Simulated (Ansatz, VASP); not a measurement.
# MoS2: VASP beside Ansatz

File INCAR:

```
SYSTEM = MoS2
ALGO = Normal ; EDIFF = 1E-6
ENCUT = 520 ; GGA = PE
ISIF = 2 ; ISMEAR = -1
LASPH = .TRUE. ; LCHARG = .TRUE.
LELF = .TRUE. ; LREAL = .FALSE.
LVHAR = .TRUE. ; LWAVE = .FALSE.
NBANDS = 20 ; NELM = 100
PREC = Accurate ; SIGMA = 0.05
```

Contents of KPOINTS:

```
k-points
0
G
  13 13 13
  0 0 0
```

File POSCAR:

```
MoS2
1.0
    1.5919741743      0.9191267181      6.1638830361
   -1.5919741743      0.9191267181      6.1638830361
    0.0000000000     -1.8382534361      6.1638830361
Mo S
1 2
Direct
    0.0000000000      0.0000000000      0.0000000000
    0.7484000000      0.7484000000      0.7484000000
    0.5849000000      0.5849000000      0.5849000000
```

Input for Ansatz:

```yaml
crystal:
  lattice:
    - [1.5919741743, 0.9191267181, 6.1638830361]
    - [-1.5919741743, 0.9191267181, 6.1638830361]
    - [0.0, -1.8382534361, 6.1638830361]
  atoms:
    - { symbol: Mo, position: [0.0, 0.0, 0.0] }
    - { symbol: S, position: [0.7484, 0.7484, 0.7484] }
    - { symbol: S, position: [0.5849, 0.5849, 0.5849] }
kpoints:
  mp_grid: { grid: [13, 13, 13] }
  band_path:
    path:
      - [0.0, 0.0, 0.0]
      - [0.5, 0.5, 0.5]
      - [0.8185098338, 0.1814901662, 0.5]
      - [0.5, -0.1814901662, 0.1814901662]
      - [0.5, 0.0, 0.0]
      - [0.0, 0.0, 0.0]
      - [0.3407450831, -0.3407450831, 0.0]
      - [0.6592549169, 0.0, 0.3407450831]
      - [0.5, 0.0, 0.5]
    npoints: 5
scf:
  occupations: { method: fermi_dirac, width: 0.05 }
hamiltonian:
  xc: pbe
  pseudopotentials: { kind: all_electron, lapw: { basis_error: 0.0005 } }
output:
  forces: true
  stress: true
  eigenvalues: true
```

Change from the starting cell: volume scaled by 1.02.

Alike in both runs: task single point; functional PBE; k mesh 13 × 13 × 13; occupations fermi-dirac, width 0.05 eV; no spin polarisation.

|  | VASP | Ansatz |
| --- | --- | --- |
| version | VASP 6.6.1 | Ansatz 0.2.0 |
| potentials or method | VASP PAW PBE potentials, release 64 (Mo_sv, S), cutoff 520 eV | all-electron LAPW, scalar-relativistic |

|  | VASP | Ansatz | Ansatz less VASP |
| --- | --- | --- | --- |
| pressure (GPa) | 5.8 | 5.9 | +0.17 |
| traceless stress, the component that is largest in VASP (GPa) | 4.34 | 4.38 | +0.041 |
| rms of the force components (eV/Å) | 0.429 | 0.437 | +0.0084 |

Atom by atom the forces differ by 0.008 eV/Å (rms over components). Ansatz ran all-electron here, and VASP with PAW potentials.
